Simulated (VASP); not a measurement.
Here is a VASP 6.6.1 calculation.

File INCAR:

```
PREC = Accurate
ENCUT = 1000
EDIFF = 1E-6
ISMEAR = -1
SIGMA = 0.05
LREAL = Auto
LASPH = T
NELM = 120
ALGO = Normal
ISIF = 2
LWAVE = F
LCHARG = T
GGA = PE
LELF = T
LVHAR = T
NBANDS = 84
GGA_COMPAT = F
```

Contents of KPOINTS:

```
regular mesh
0
Gamma
  1 1 1
```

Contents of POSCAR:

```
H9C6N5
1.0
    8.6087530000      0.0000000000      0.0000000000
    0.0000000000      8.6087530000      0.0000000000
    0.0000000000      0.0000000000      8.6087530000
N C H
10 12 18
Direct
    0.3066994720      1.0124695179     -0.0394482221
    0.2228778082      0.9315983395     -0.0862494254
    0.5034527068      0.5505326962      0.0030898784
    0.5283111271      0.6765555941      0.0183882613
    0.6244690723      0.8531665388      0.2998924467
    0.7812281291      0.3017045558      0.3908928506
    1.1730386503      0.6077186789      1.2335584492
   -0.0734601167      0.8666295804      0.6602582279
    0.9630082313      0.3059908909      0.9824419402
    0.3952604982      0.2587134281      0.5945576554
    0.5166718107      0.6342033509      0.4811033607
    0.5683982338      0.7640827888      0.3855843001
    0.5373949049      0.2244227474      0.2242368901
    0.6778914437      0.2564831399      0.3171190996
    0.8959718092      0.6960822317      1.1553822023
    1.0513834001      0.6508491996      1.1979319188
    0.0701959970      1.0033973562      0.4292375446
   -0.0101408415      0.9215968910      0.5592215272
    0.7534889199      0.1799447609      0.7992911401
    0.8779552625      0.2585043385      0.8866673257
    0.1568519854      0.4551530286      0.6261185563
    0.2995323481      0.3545925873      0.6221690877
    0.4983997102      0.5237227738      0.4267284704
    0.5880991126      0.6231913031      0.5826744013
    0.4001973340      0.6501522346      0.5420413386
    0.4400172708      0.2593174644      0.2991722495
    0.5514503669      0.2819804448      0.1142558045
    0.5348393664      0.0958791593      0.2170581500
    0.8945314147      0.8326757662      1.1425928935
    0.8791168709      0.6273382452      1.0450758664
    0.8133814503      0.6710960345      1.2439780767
    0.1123739989      0.9137444180      0.3471002130
    0.0005575720      1.0919467663      0.3761636558
    0.1631711352      1.0635105921      0.4834614258
    0.7142730196      0.2232030586      0.6793202221
    0.7818670137      0.0545258994      0.8035193947
    0.6545779627      0.2169187570      0.8703699595
    0.0620066576      0.3857701574      0.6629996238
    0.1767851860      0.5479190772      0.7151906902
    0.1406126997      0.4934512583      0.4984694067
```

Potentials or basis: VASP PAW PBE potentials, release 64 (N_h, C_h, H_h).

Launch:

```sh
$ cat potpaw_PBE.64/N_h/POTCAR potpaw_PBE.64/C_h/POTCAR potpaw_PBE.64/H_h/POTCAR > POTCAR
$ mpirun -np 1 vasp_gam > vasp.out
```

(1) Predict the band gap on the k mesh.

(2) What does it give for the largest force?

(3) What does it give for the pressure?

## Answers

(1) 5.55 eV.

(2) 5.024 eV/Å.

(3) -0.1 GPa.

Caveat: the k points lie up to 0.73 Å⁻¹ apart; the atoms stand as in a frame of molecular dynamics.
